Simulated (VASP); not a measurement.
Runs of VASP 6.6.1 on Hg. The structure is that of space group I4_1/amd (No. 141), or close to it. The cells are those of the table. 

```tsv
task	cell	cutoff (eV)	gap on the mesh (eV)	pressure (GPa)
single point	a = 4.551 Å, angles 96.5, 96.5, 140.7°, 2 atoms	520	none	-2.8
single point	a = 4.641 Å, angles 96.9, 96.9, 139.5°, 2 atoms	520	none	-3.5
relaxation of cell and atoms	relaxed from a = 4.432 Å, angles 97.2, 97.2, 138.4°, 2 atoms	600	none	0.0
single point	a = 4.432 Å, angles 97.2, 97.2, 138.4°, 2 atoms	520	none	(a)
```

Alike in all rows: level PBEsol; potentials or basis VASP PAW PBE potentials, release 64 (Hg); no spin polarisation; k mesh 16 × 16 × 16; smearing gaussian 0.1 eV.

Problem. Fill in the values left out.

Solution. (a) -2.2.

Caveats: the PAW data sets were made with another functional, which shifts forces and pressure a little; spin-orbit coupling is left out, which moves the levels of the heavy elements.

A k mesh can miss the band edges, and the runs leave out spin-orbit coupling on Hg.

A gap of «none» marks levels without a gap at the run's occupations.
